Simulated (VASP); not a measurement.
Wanted: the native input for a VASP 6.6.1 run.

```yaml
Task: single point
Functional: PBEsol
Potentials_or_basis: VASP PAW PBE potentials, release 64 (Ba_sv, O, Ti_sv)
Cutoff: 600 eV
k_mesh: 8 × 8 × 8
Occupations: gaussian, width 0.02 eV
Spin: no spin polarisation
Dipole_correction: no
Further_INCAR_settings: ALGO = Normal; EDIFF = 1e-06; NBANDS = 28
```

The structure of BaTiO3 (a.eA) lies in POSCAR:

```
BaTiO3
1.0
    4.1581192492      0.0000000000      0.0000000000
    0.0000000000      4.1581192492      0.0000000000
    0.0000000000      0.0000000000      3.8259745516
Ba O Ti
1 3 1
Direct
    0.0000000000      0.0000000000      0.0000000000
    0.5000000000      0.5000000000      0.0000000000
    0.0000000000      0.5000000000      0.5000000000
    0.5000000000      0.0000000000      0.5000000000
    0.5000000000      0.5000000000      0.5000000000
```

The input as run:

INCAR

```
SYSTEM = BaTiO3
PREC     = Accurate       ! precision mode
ENCUT    = 600            ! plane-wave cutoff, eV
EDIFF    = 1E-6           ! SCF threshold, eV
ISMEAR   = 0              ! smearing method
SIGMA    = 0.02           ! smearing width, eV
LREAL    = .False.        ! projectors in reciprocal space
LASPH    = .True.         ! aspherical terms in the spheres
NELM     = 120            ! most SCF steps
ALGO     = Normal         ! electronic algorithm
ISIF     = 2              ! what is computed and relaxed
LWAVE    = .False.        ! write WAVECAR
LCHARG   = .False.        ! write CHGCAR
GGA      = PS             ! functional
NBANDS   = 28             ! bands
GGA_COMPAT= .False.
```

KPOINTS

```
Automatic mesh
0
Gamma
  8 8 8
  0 0 0
```

Potentials or basis: VASP PAW PBE potentials, release 64 (Ba_sv, O, Ti_sv).

Command:

```console
$ cat potpaw_PBE.64/Ba_sv/POTCAR potpaw_PBE.64/O/POTCAR potpaw_PBE.64/Ti_sv/POTCAR > POTCAR
$ mpirun -np 1 vasp_std > vasp.out
```

Results of the run:

```
Pressure               : -5.8 GPa
Band gap on the k mesh : 1.47 eV, indirect (least direct gap 1.65 eV)
```

Caveat: the PAW data sets were made with another functional, which shifts forces and pressure a little; spin-orbit coupling is left out, which moves the levels of the heavy elements.

It took 2.7 min on 1 thread of Intel(R) Xeon(R) Platinum 8259CL CPU @ 2.50GHz (Skylake/Cascade Lake), with other jobs on the host, peak memory 0.31 GiB.
